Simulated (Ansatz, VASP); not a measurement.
**Two plane-wave programs on SiO2**

```xyz
3
Lattice="-1.2052 1.2052 5.4183 1.2052 -1.2052 5.4183 1.2052 1.2052 -5.4183" Properties=species:S:1:pos:R:3 pbc="T T T"
Si    0.0000    0.0000    0.0000
O     0.0000    0.0000    4.3306
O     0.0000    0.0000    6.5061
```

Alike in both runs: functional PBE; k mesh 8 × 8 × 8; occupations gaussian, width 0.1 eV; no spin polarisation.

Ansatz relaxed the structure, and its values are those at the end. VASP's run is a single point on that final structure, the one shown.

```csv
,VASP,Ansatz
version,VASP 6.6.1,Ansatz 0.2.0
potentials or method,"VASP PAW PBE potentials, release 64 (Si, O), cutoff 520 eV","scalar-relativistic, plane waves, PAW"
valence electrons in the cell,16,16
```

VASP gave:

```
gap on the k mesh at the Fermi level (eV) : 0.13
least direct gap on the mesh (eV)         : 0.47
pressure (GPa)                            : 0.6
rms of the force components (eV/Å)        : 0.017
```

Question: What did Ansatz give for the same quantities?

Answer: gap on the k mesh at the Fermi level (eV): 0.13; least direct gap on the mesh (eV): 0.43; pressure (GPa): 0.1; rms of the force components (eV/Å): 0.008.

The k mesh is coarse, so the values compare programs but aren't converged.
